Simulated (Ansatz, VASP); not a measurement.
## One calculation of Sb, two programs

File POSCAR:

```
Sb
1.0
    2.1542000000      1.2437279499      3.7580000000
   -2.1542000000      1.2437279499      3.7580000000
    0.0000000000     -2.4874558998      3.7580000000
Sb
2
Direct
    0.7665100000      0.7665100000      0.7665100000
    0.2334900000      0.2334900000      0.2334900000
```

Contents of INCAR.step1:

```
PREC = Accurate
ENCUT = 520
EDIFF = 1E-5
ISMEAR = -1
SIGMA = 0.05
LREAL = F
LASPH = T
NELM = 80
ALGO = Normal
ISIF = 2
LWAVE = T
LCHARG = F
NBANDS = 12
GGA = PE
```

The input INCAR.step2:

```
PREC = Accurate
ENCUT = 520
EDIFF = 1E-6
ISMEAR = -1
SIGMA = 0.05
LREAL = F
LASPH = T
NELM = 80
ALGO = Normal
ISIF = 2
LWAVE = F
LCHARG = F
GGA = PE
LHFCALC = T
AEXX = 0.1
PRECFOCK = Normal
NBANDS = 12
ISTART = 1
```

KPOINTS

```
regular mesh
0
Gamma
  4 4 4
```

File input.yaml:

```yaml
crystal:
  lattice:
    - [2.1542, 1.2437279499, 3.758]
    - [-2.1542, 1.2437279499, 3.758]
    - [0.0, -2.4874558998, 3.758]
  atoms:
    - { symbol: Sb, position: [0.76651, 0.76651, 0.76651] }
    - { symbol: Sb, position: [0.23349, 0.23349, 0.23349] }
hamiltonian:
  xc: { exchange: pbe, correlation: pbe, exx: { coeff: 0.1 } }
  pseudopotentials: { kind: paw }
kpoints:
  mp_grid: { grid: [4, 4, 4] }
scf:
  occupations: { method: fermi_dirac, width: 0.05 }
output:
  forces: true
  stress: true
  eigenvalues: true
  write_density: true
  write_potential: true
  elf: true
  volumetric_format: npy
```

Alike in both runs: task single point; functional PBE-based global hybrid; k mesh 4 × 4 × 4; occupations fermi-dirac, width 0.05 eV; no spin polarisation.

```csv
,VASP,Ansatz
version,VASP 6.6.1,Ansatz 0.2.0
potentials or method,"VASP PAW PBE potentials, release 64 (Sb)",Ansatz PAW
plane-wave cutoff (eV),520,420
valence electrons in the cell,10,30
```

Ansatz gave:

| Quantity | Value |
| --- | --- |
| gap on the k mesh at the Fermi level (eV) | 0.44 |
| least direct gap on the mesh (eV) | 0.44 |
| pressure (GPa) | 1.9 |
| traceless stress, the component that is largest in VASP (GPa) | -0.68 |
| rms of the force components (eV/Å) | 0.108 |

Task: What did VASP give for the same quantities?

Result: gap on the k mesh at the Fermi level (eV): 0.45; least direct gap on the mesh (eV): 0.45; pressure (GPa): 1.6; traceless stress, the component that is largest in VASP (GPa): -0.69; rms of the force components (eV/Å): 0.097.

VASP's potentials were made for PBE, not for PBE-based global hybrid. Atom by atom the forces differ by 0.011 eV/Å (rms over components). VASP's potentials hold 10 valence electrons a cell and Ansatz's 30, so a difference there can come from the potentials and not from the codes.

The k mesh is coarse, so the values compare programs but aren't converged. Spin-orbit coupling is off throughout.
